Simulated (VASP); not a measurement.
## CuI: single point with r2SCAN

CuI:

```
CELL_PARAMETERS angstrom
0.00000 3.01173 3.01173
3.01173 0.00000 3.01173
3.01173 3.01173 0.00000
ATOMIC_POSITIONS crystal
Cu 0.25000 0.25000 0.25000
I 0.00000 0.00000 0.00000
```

- Program: VASP 6.6.1
- Task: single point
- Functional: r2SCAN
- Potentials or basis: VASP PAW PBE potentials, release 64 (Cu, I)
- Cutoff: 520 eV
- k mesh: 8 × 8 × 8
- Occupations: gaussian, width 0.02 eV
- Spin: no spin polarisation

```
Pressure               : 0.0 GPa
Band gap on the k mesh : 1.67 eV, direct
```

Levels at points of the mesh, in eV from the valence-band top:
| k point | band 6 | band 7 | band 8 | band 9 | band 10 | band 11 | band 12 | band 13 |
| --- | --- | --- | --- | --- | --- | --- | --- | --- |
| (0.00, 0.00, 0.00) | -1.92 | 0.00 | 0.00 | 0.00 | 1.67 | 5.22 | 5.22 | 5.22 |
| (0.50, 0.00, 0.00) | -1.89 | -1.85 | -0.74 | -0.74 | 2.57 | 5.73 | 5.73 | 7.75 |
| (0.50, 0.50, 0.00) | -1.84 | -1.82 | -1.57 | -1.57 | 2.90 | 3.17 | 9.94 | 10.51 |

Run time: 58 s on 1 thread of Intel(R) Xeon(R) Platinum 8488C (Sapphire Rapids), with other jobs on the host, peak memory 0.19 GiB.

Caveat: the PAW data sets were made with another functional, which shifts forces and pressure a little; spin-orbit coupling is left out, which moves the levels of the heavy elements. r2SCAN opens gaps a little over a GGA but as a rule still falls short of measured ones.
